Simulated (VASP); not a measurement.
A run of VASP 6.6.1 is set up as follows.

The input INCAR:

```
PREC = Accurate
ENCUT = 500
EDIFF = 1E-6
ISMEAR = -1
SIGMA = 0.1
LREAL = False
LASPH = True
NELM = 120
ALGO = Normal
ISIF = 2
LWAVE = False
LCHARG = True
GGA = PE
LELF = True
LVHAR = True
NBANDS = 14
GGA_COMPAT = False
```

The input KPOINTS:

```
Automatic mesh
0
Gamma
  9 9 9
```

File POSCAR:

```
TiB
1.0
    0.0000000000      2.2658315904      2.2658315904
    2.2658315904      0.0000000000      2.2658315904
    2.2658315904      2.2658315904      0.0000000000
Ti B
1 1
Direct
    0.0000000000      0.0000000000      0.0000000000
    0.5000000000      0.5000000000      0.5000000000
```

Potentials or basis: VASP PAW PBE potentials, release 64 (Ti_sv, B).

Run with:

```bash
$ cat potpaw_PBE.64/Ti_sv/POTCAR potpaw_PBE.64/B/POTCAR > POTCAR
$ mpirun -np 1 vasp_std > vasp.out
```

Q: Estimate the pressure.

A: 0.0 GPa.
